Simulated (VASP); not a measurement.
# Ag (Im-3m) in VASP: further runs

Runs on Ag. Level: PBEsol. Tasks: single point.

Everything below comes from runs of VASP 6.6.1. Logs are shortened: lines on timing, memory, paths and dates and some standing lists are left out, and cuts for length are marked.

**1. The cell of the first run**

The structure is cubic, space group Im-3m (No. 229). Conventional cell: a = 3.234 Å, b = 3.234 Å, c = 3.234 Å, α = 90.00°, β = 90.00°, γ = 90.00°. Ag (site symmetry m-3m) has 14 Ag at 2.80 to 3.23 Å within 3.7 Å.

This isn't the form of Ag at room conditions, which is fcc.

**2. Single point, PBEsol**

INCAR

```
SYSTEM = Ag
PREC = Accurate ; ENCUT = 520
EDIFF = 1E-6 ; ISMEAR = 0
SIGMA = 0.1 ; LREAL = .False.
LASPH = .True. ; NELM = 80
ALGO = Fast ; ISIF = 2
LWAVE = .False. ; LCHARG = .True.
GGA = PS ; LELF = .True.
LVHAR = .True. ; NBANDS = 12
```

KPOINTS

```
Automatic mesh
0
Gamma
  18 18 18
  0 0 0
```

POSCAR

```
Ag
1.0
   -1.6171800212      1.6171800212      1.6171800212
    1.6171800212     -1.6171800212      1.6171800212
    1.6171800212      1.6171800212     -1.6171800212
Ag
1
Direct
    0.0000000000      0.0000000000      0.0000000000
```

Potentials or basis: VASP PAW PBE potentials, release 64 (Ag).

Run with:

```
cat potpaw_PBE.64/Ag/POTCAR > POTCAR
mpirun -np 1 vasp_std > vasp.out
```

OUTCAR:

```text
SYSTEM = Ag
   PREC = Accurate
   ENCUT = 520
   EDIFF = 1E-6
   ISMEAR = 0
   LREAL = .False.
   LASPH = .True.
   NELM = 80
   ISIF = 2
   GGA = PS

 ion  position               nearest neighbor table
   1  0.000  0.000  0.000-

  LATTYP: Found a body centered cubic cell.
 ALAT       =     3.2343600424

  Lattice vectors:

 A1 = (  -1.6171800212,   1.6171800212,   1.6171800212)
 A2 = (   1.6171800212,  -1.6171800212,   1.6171800212)
 A3 = (   1.6171800212,   1.6171800212,  -1.6171800212)

Analysis of symmetry for initial positions (statically):
=====================================================================
 Subroutine PRICEL returns:
 Original cell was already a primitive cell.

 Routine SETGRP: Setting up the symmetry group for a
 body centered cubic supercell.

 Subroutine GETGRP returns: Found 48 space group operations
 (whereof 48 operations were pure point group operations)
 out of a pool of 48 trial point group operations.

The static configuration has the point symmetry O_h .

Analysis of symmetry for dynamics (positions and initial velocities):
=====================================================================
 Subroutine PRICEL returns:
 Original cell was already a primitive cell.

 Routine SETGRP: Setting up the symmetry group for a
 body centered cubic supercell.

 Subroutine GETGRP returns: Found 48 space group operations
 (whereof 48 operations were pure point group operations)
 out of a pool of 48 trial point group operations.

The dynamic configuration has the point symmetry O_h .

 Subroutine INISYM returns: Found 48 space group operations
 (whereof 48 operations are pure point group operations),
 and found     1 'primitive' translations

----------------------------------------------------------------------------------------

                                     Primitive cell

  volume of cell :      16.9175

  direct lattice vectors                    reciprocal lattice vectors
    -1.617180021  1.617180021  1.617180021     0.000000000  0.309180174  0.309180174
     1.617180021 -1.617180021  1.617180021     0.309180174  0.000000000  0.309180174
     1.617180021  1.617180021 -1.617180021     0.309180174  0.309180174  0.000000000

  length of vectors
     2.801037962  2.801037962  2.801037962     0.437246795  0.437246795  0.437246795

  position of ions in fractional coordinates (direct lattice)
     0.000000000  0.000000000  0.000000000
[... 83 lines left out ...]
   ISYM   =      2    0-nonsym 1-usesym 2-fastsym
   POTIM  = 0.5000    time-step for ionic-motion
   TEBEG  =    0.0;   TEEND  =   0.0 temperature during run
   PSTRESS=    0.0 pullay stress
   NELECT =      11.0000    total number of electrons
   NUPDOWN=      -1.0000    fix difference up-down
   EMIN   =  10.00;   EMAX   =-10.00  energy-range for DOS
   EFERMI =   0.00;   METHOD = LEGACY
   ISMEAR =     0;   SIGMA  =   0.10  broadening in eV -4-tet -1-fermi 0-gaus
   EFERMI_NEDOS =   21; number of points for ismear=-14 and -15
   IALGO  =     68    algorithm
   IMIX   =      4    mixing-type and parameters
     AMIX     =   0.40;   BMIX     =  1.00
     AMIX_MAG =   1.60;   BMIX_MAG =  1.00
  volume/ion in A,a.u.               =      16.92       114.16
  Fermi-wavevector in a.u.,A,eV,Ry     =   1.418276  2.680153 27.368204  2.011506
  Thomas-Fermi vector in A             =   2.539418
   LORBIT       =      0    0 simple, 1 ext, 2 COOP (PROOUT), +10 PAW based schemes
   GGA     = PS    functional components
   LHFCALC =     F    Hartree Fock is set to
   AEXX    =    0.0000 exact exchange contribution
   IVDW    =     0    specifies the selected vdW correction
   LEPSILON=     F    determine dielectric tensor
   LRPA    =     F    only Hartree local field effects (RPA)
 non-spin polarized calculation
 RMM-DIIS sequential band-by-band and
 Gauss-broadening in eV      SIGMA  =   0.10
  energy-cutoff  :      520.00
  volume of cell :       16.92
 maximum number of plane-waves:       470
 NGX is ok and might be reduce to    24
   NGX = 11   NGY = 11   NGZ = 11

 number of electron      10.9999998 magnetization

 Free energy of the ion-electron system (eV)
  ---------------------------------------------------
  ext. energy  EPLUGINS =         0.00000000
  ---------------------------------------------------
  free energy    TOTEN  =        -3.26671163 eV

  energy without entropy =       -3.26370921  energy(sigma->0) =       -3.26521042

 E-fermi :   8.3370     XC(G=0): -12.4588

 val. band max:        8.3212681657   @ k =  -0.3889   0.4444   0.1111
 cond. band min:       8.3398701310   @ k =   0.2778   0.1667   0.0556
 fundamental gap:      0.0186019653
 Fermi energy:         8.3369892152

 k-point     1 :       0.0000    0.0000    0.0000
  band No.  band energies     occupation
      1       0.4601      2.00000
      2       3.4235      2.00000
      3       3.4235      2.00000
      4       3.4235      2.00000
      5       4.7907      2.00000
      6       4.7907      2.00000
      7      26.3161      0.00000
      8      26.3161      0.00000
      9      26.3161      0.00000
     10      32.7614      0.00000
     11      32.7872      0.00000
     12      32.7887      0.00000
[... 331 lines left out ...]
 k-point    24 :       0.3889    0.1111    0.0000
  band No.  band energies     occupation
      1       2.0991      2.00000
      2       2.7108      2.00000
      3       4.6048      2.00000
      4       4.7256      2.00000
      5       5.3522      2.00000
      6       8.4377      0.15450
      7      13.4519      0.00000
      8      20.4030      0.00000
      9      22.5271      0.00000
     10      28.6805      0.00000
     11      31.5910      0.00000
     12      32.4091      0.00000

 [... further k-points ...]

------------------------ aborting loop because EDIFF is reached ----------------------------------------

  FORCE on cell =-STRESS in cart. coord.  units (eV):
  Direction    XX          YY          ZZ          XY          YZ          ZX
  --------------------------------------------------------------------------------------
  -------------------------------------------------------------------------------------
  Total       -0.1089802     -0.1089802     -0.1089802      0.0000000      0.0000000      0.0000000
  in kB      -10.3210324    -10.3210324    -10.3210324      0.0000000      0.0000000      0.0000000
  external PRESSURE =     -10.3210324 kB  Pullay stress =       0.0000000 kB

 VOLUME and BASIS-vectors are now :
 -----------------------------------------------------------------------------
  energy-cutoff  :      520.00
  volume of cell :       16.92
      direct lattice vectors                 reciprocal lattice vectors
    -1.617180021  1.617180021  1.617180021     0.000000000  0.309180174  0.309180174
     1.617180021 -1.617180021  1.617180021     0.309180174  0.000000000  0.309180174
     1.617180021  1.617180021 -1.617180021     0.309180174  0.309180174  0.000000000

 POSITION                                       TOTAL-FORCE (eV/Angst)
 -----------------------------------------------------------------------------------
      0.00000      0.00000      0.00000         0.000000     -0.000000      0.000000
 -----------------------------------------------------------------------------------
    total drift:                               -0.000000      0.000000     -0.000000

  FREE ENERGIE OF THE ION-ELECTRON SYSTEM (eV)
  ---------------------------------------------------
  free  energy   TOTEN  =        -3.2667116259 eV

  energy  without entropy=       -3.2637092137  energy(sigma->0) =       -3.26521042
```

Run time: 42 s. Hardware: 1 thread of Intel Xeon 8259CL, shared host; peak memory 0.17 GiB.

What came out:

| Quantity | Value |
| --- | --- |
| Free energy | -3.2667 eV |
| Pressure | -1.0 GPa |
| Band gap on the k mesh | zero (an odd number of electrons rules out a gap without spin polarisation) |

Caveat: the PAW data sets were made with another functional, which shifts forces and pressure a little.

**3. Single point, PBEsol**

This run uses another cell than the first one, of 13.35 Å³/atom.

INCAR

```
SYSTEM = Ag
PREC = Accurate
ENCUT = 520
EDIFF = 1E-6
ISMEAR = 0
SIGMA = 0.1
LREAL = .FALSE.
LASPH = .TRUE.
NELM = 80
ALGO = Normal
ISIF = 2
LWAVE = .FALSE.
LCHARG = .FALSE.
GGA = PS
NBANDS = 12
```

KPOINTS

```
Automatic mesh
0
G
  20 20 20
  0 0 0
```

POSCAR

```
Ag
1.0
   -1.4944316882      1.4944316882      1.4944316882
    1.4944316882     -1.4944316882      1.4944316882
    1.4944316882      1.4944316882     -1.4944316882
Ag
1
Direct
    0.0000000000      0.0000000000      0.0000000000
```

Potentials or basis: VASP PAW PBE potentials, release 64 (Ag).

Run with:

```
cat potpaw_PBE.64/Ag/POTCAR > POTCAR
mpirun -np 1 vasp_std > vasp.out
```

Wall time 49 s (1 thread of Intel Xeon 8259CL, shared host); peak memory 0.16 GiB.

Results (log left out):

```
Free energy            : -2.8600 eV
Pressure               : 49.2 GPa
Band gap on the k mesh : zero (an odd number of electrons rules out a gap without spin polarisation)
```

Levels at points of the mesh, in eV from the Fermi level:
```tsv
k point	band 2	band 3	band 4	band 5	band 6	band 7	band 8	band 9
(0.00, 0.00, 0.00)	-6.15	-6.15	-6.15	-4.15	-4.15	18.47	18.47	18.47
(0.50, 0.00, 0.00)	-7.36	-4.21	-3.92	-2.56	-0.90	5.74	13.88	16.71
(0.50, 0.50, 0.50)	-8.43	-2.94	-2.94	-2.94	7.49	7.49	7.49	16.02
```

Caveat: the cell stands under pressure; the PAW data sets were made with another functional, which shifts forces and pressure a little.

**4. Single point, PBEsol**

This run uses another cell than the first one, of 14.52 Å³/atom.

INCAR

```
SYSTEM = Ag
ALGO = Normal
EDIFF = 1E-7
ENCUT = 520
GGA = PS
ISIF = 2
ISMEAR = 0
LASPH = .TRUE.
LCHARG = .FALSE.
LREAL = .FALSE.
LWAVE = .FALSE.
NBANDS = 12
NELM = 80
PREC = Accurate
SIGMA = 0.1
```

KPOINTS

```
k-points
0
G
  20 20 20
  0 0 0
```

POSCAR

```
Ag
1.0
   -1.5368559279      1.5368559279      1.5368559279
    1.5368559279     -1.5368559279      1.5368559279
    1.5368559279      1.5368559279     -1.5368559279
Ag
1
Direct
    0.0000000000      0.0000000000      0.0000000000
```

Potentials or basis: VASP PAW PBE potentials, release 64 (Ag).

Run with:

```
cat potpaw_PBE.64/Ag/POTCAR > POTCAR
mpirun -np 1 vasp_std > vasp.out
```

OUTCAR:

```text
SYSTEM = Ag
   EDIFF = 1E-7
   ENCUT = 520
   GGA = PS
   ISIF = 2
   ISMEAR = 0
   LASPH = .TRUE.
   LREAL = .FALSE.
   NELM = 80
   PREC = Accurate

 ion  position               nearest neighbor table
   1  0.000  0.000  0.000-

  LATTYP: Found a body centered cubic cell.
 ALAT       =     3.0737118558

  Lattice vectors:

 A1 = (  -1.5368559279,   1.5368559279,   1.5368559279)
 A2 = (   1.5368559279,  -1.5368559279,   1.5368559279)
 A3 = (   1.5368559279,   1.5368559279,  -1.5368559279)

Analysis of symmetry for initial positions (statically):
=====================================================================
 Subroutine PRICEL returns:
 Original cell was already a primitive cell.

 Routine SETGRP: Setting up the symmetry group for a
 body centered cubic supercell.

 Subroutine GETGRP returns: Found 48 space group operations
 (whereof 48 operations were pure point group operations)
 out of a pool of 48 trial point group operations.

The static configuration has the point symmetry O_h .

[... 165 lines left out ...]
 k-point     1 :       0.0000    0.0000    0.0000
  band No.  band energies     occupation
      1       1.5852      2.00000
      2       5.0950      2.00000
      3       5.0950      2.00000
      4       5.0950      2.00000
      5       6.8467      2.00000
      6       6.8467      2.00000
      7      29.1113      0.00000
      8      29.1113      0.00000
      9      29.1113      0.00000
     10      37.0837      0.00000
     11      37.0837      0.00000
     12      38.2761      0.00000
[... 331 lines left out ...]
 k-point    24 :       0.2500    0.1000   -0.0000
  band No.  band energies     occupation
      1       3.5896      2.00000
      2       4.4421      2.00000
      3       5.6304      2.00000
      4       6.5297      2.00000
      5       7.0148      2.00000
      6       7.7206      2.00000
      7      22.1190      0.00000
      8      25.4609      0.00000
      9      28.3130      0.00000
     10      31.6597      0.00000
     11      35.7309      0.00000
     12      35.8149      0.00000

 [... further k-points ...]

------------------------ aborting loop because EDIFF is reached ----------------------------------------

  FORCE on cell =-STRESS in cart. coord.  units (eV):
  Direction    XX          YY          ZZ          XY          YZ          ZX
  --------------------------------------------------------------------------------------
  -------------------------------------------------------------------------------------
  Total        2.2151945      2.2151945      2.2151945     -0.0000000      0.0000000      0.0000000
  in kB      244.4347727    244.4347727    244.4347727     -0.0000000      0.0000000      0.0000000
  external PRESSURE =     244.4347727 kB  Pullay stress =       0.0000000 kB

 VOLUME and BASIS-vectors are now :
 -----------------------------------------------------------------------------
  energy-cutoff  :      520.00
  volume of cell :       14.52
      direct lattice vectors                 reciprocal lattice vectors
    -1.536855928  1.536855928  1.536855928     0.000000000  0.325339540  0.325339540
     1.536855928 -1.536855928  1.536855928     0.325339540  0.000000000  0.325339540
     1.536855928  1.536855928 -1.536855928     0.325339540  0.325339540  0.000000000

 POSITION                                       TOTAL-FORCE (eV/Angst)
 -----------------------------------------------------------------------------------
      0.00000      0.00000      0.00000        -0.000000      0.000000      0.000000
 -----------------------------------------------------------------------------------
    total drift:                                0.000000     -0.000000      0.000000

  FREE ENERGIE OF THE ION-ELECTRON SYSTEM (eV)
  ---------------------------------------------------
  free  energy   TOTEN  =        -3.1227056363 eV

  energy  without entropy=       -3.1203132392  energy(sigma->0) =       -3.12150944
```

OSZICAR:

```text
N       E                     dE             d eps       ncg     rms          rms(c)
DAV:   1     0.526044388610E+02    0.52604E+02   -0.55534E+03  6192   0.849E+02
DAV:   2    -0.265821004460E+01   -0.55263E+02   -0.52625E+02  7324   0.203E+02
DAV:   3    -0.351799705785E+01   -0.85979E+00   -0.85918E+00  7040   0.260E+01
DAV:   4    -0.352034659828E+01   -0.23495E-02   -0.23495E-02  7112   0.144E+00
DAV:   5    -0.352036174854E+01   -0.15150E-04   -0.15150E-04  7008   0.101E-01    0.852E+00
DAV:   6    -0.314965633267E+01    0.37071E+00   -0.12479E+00  7288   0.103E+01    0.488E+00
DAV:   7    -0.312860193638E+01    0.21054E-01   -0.29932E-02  7228   0.158E+00    0.252E+00
DAV:   8    -0.312269935674E+01    0.59026E-02   -0.12180E-03  7048   0.319E-01    0.178E-01
DAV:   9    -0.312270310227E+01   -0.37455E-05   -0.85889E-06  6732   0.264E-02    0.178E-02
DAV:  10    -0.312270592208E+01   -0.28198E-05   -0.24363E-06  7236   0.114E-02    0.701E-03
DAV:  11    -0.312270566223E+01    0.25985E-06   -0.81885E-08  4764   0.249E-03    0.578E-04
DAV:  12    -0.312270563631E+01    0.25925E-07   -0.53133E-09  3612   0.656E-04
   1 F= -.31227056E+01 E0= -.31215094E+01  d E =-.239240E-02
```

Wall time 54 s (1 thread of Intel Xeon 8259CL, shared host); peak memory 0.16 GiB.

Results:

* Free energy: -3.1227 eV
* Pressure: 24.4 GPa
* Band gap on the k mesh: zero (an odd number of electrons rules out a gap without spin polarisation)

Caveat: the cell stands under pressure; the PAW data sets were made with another functional, which shifts forces and pressure a little.

**5. Overview**

| cell | k mesh | gap on the mesh (eV) | pressure (GPa) |
| --- | --- | --- | --- |
| a = 2.801 Å, angles 109.5°, 1 atom | 18 × 18 × 18 | none | -1.0 |
| a = 2.588 Å, angles 109.5°, 1 atom | 20 × 20 × 20 | none | 49.2 |
| a = 2.662 Å, angles 109.5°, 1 atom | 20 × 20 × 20 | none | 24.4 |

Alike in all rows: task single point; level PBEsol; potentials or basis VASP PAW PBE potentials, release 64 (Ag); no spin polarisation; cutoff (eV) 520; smearing gaussian 0.1 eV.

Caveats: the PAW data sets were made with another functional, which shifts forces and pressure a little; the cell stands under pressure (at least some runs).

Absolute energies hang on the potentials; compare differences alone.
